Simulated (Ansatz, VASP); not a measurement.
## Two plane-wave programs on Ge

File POSCAR:

```
Ge
1.0
    1.4880529250     -2.5946896100      0.0000000000
    1.4880529250      2.5946896100      0.0000000000
    0.0000000000      0.0000000000      4.7275957900
Ge
2
Direct
    0.3334466300      0.6665533700      0.2500000000
    0.6665533700      0.3334466300      0.7500000000
```

Contents of INCAR.step1:

```
PREC = Accurate
ENCUT = 520
ISMEAR = -1
SIGMA = 0.05
LREAL = False
LASPH = True
NELM = 60
NBANDS = 21
GGA = PE
ALGO = Normal
EDIFF = 1E-4
LWAVE = True
LCHARG = False
```

The input INCAR.step2:

```
PREC = Accurate
ENCUT = 520
EDIFF = 1E-7
ISMEAR = -1
SIGMA = 0.05
LREAL = False
LASPH = True
NELM = 60
ALGO = Normal
ISIF = 2
LWAVE = False
LCHARG = False
METAGGA = R2SCAN
LMIXTAU = True
NBANDS = 21
ISTART = 1
```

File KPOINTS:

```
Automatic mesh
0
Gamma
  10 10 6
```

The input input.yaml:

```yaml
crystal:
  lattice:
    - [1.488052925, -2.59468961, 0.0]
    - [1.488052925, 2.59468961, 0.0]
    - [0.0, 0.0, 4.72759579]
  atoms:
    - { symbol: Ge, position: [0.33344663, 0.66655337, 0.25] }
    - { symbol: Ge, position: [0.66655337, 0.33344663, 0.75] }
hamiltonian:
  xc: r2scan
  pseudopotentials: { kind: paw }
kpoints:
  mp_grid: { grid: [10, 10, 6] }
scf:
  occupations: { method: fermi_dirac, width: 0.05 }
output:
  forces: true
  stress: true
  eigenvalues: true
  write_density: true
  write_potential: true
  elf: true
  volumetric_format: npy
```

Alike in both runs: task single point; functional r2SCAN; k mesh 10 × 10 × 6; occupations fermi-dirac, width 0.05 eV; no spin polarisation.

```csv
,VASP,Ansatz
version,VASP 6.6.1,Ansatz 0.2.0
potentials or method,"VASP PAW PBE potentials, release 64 (Ge_d)",Ansatz PAW
plane-wave cutoff (eV),520,500
valence electrons in the cell,28,28
```

VASP gave:

```
gap on the k mesh at the Fermi level (eV)                     : none
pressure (GPa)                                                : 1.9
traceless stress, the component that is largest in VASP (GPa) : 1.90
```

**Question.** What did Ansatz give for the same quantities?

**Answer.** gap on the k mesh at the Fermi level (eV): none; pressure (GPa): 2.1; traceless stress, the component that is largest in VASP (GPa): 1.89.

VASP's potentials were made for PBE, not for r2SCAN. A gap of «none» marks a metal or a gap that the smearing closes. With one functional, cell and mesh, what is left measures potentials, basis and numerics.
